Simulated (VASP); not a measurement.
Input of a VASP 6.6.1 run:

File INCAR:

```
SYSTEM = F
  ALGO = Normal
  EDIFF = 1E-7
  EDIFFG = -0.01
  ENCUT = 520
  GGA = PS
  IBRION = 2
  ISIF = 2
  ISMEAR = 0
  LASPH = .TRUE.
  LCHARG = .FALSE.
  LREAL = .FALSE.
  LWAVE = .FALSE.
  NELM = 60
  NSW = 80
  PREC = Accurate
  SIGMA = 0.02
```

Contents of KPOINTS:

```
k-points
0
G
  1 1 1
  0 0 0
```

The input POSCAR:

```
F
1.0
    9.0000000000      0.0000000000      0.0000000000
    0.0000000000      9.5000000000      0.0000000000
    0.0000000000      0.0000000000     10.0000000000
F
2
Direct
    0.5000000000      0.5000000000      0.4290000000
    0.5000000000      0.5000000000      0.5710000000
```

Potentials or basis: VASP PAW PBE potentials, release 64 (F).

Command:

```sh
$ cat potpaw_PBE.64/F/POTCAR > POTCAR
$ mpirun -np 1 vasp_gam > vasp.out
```

(1) Predict the gap between the frontier levels.

(2) Predict the energy gained by relaxing.

## Answers

(1) 3.51 eV.

(2) 1.0 meV/atom.
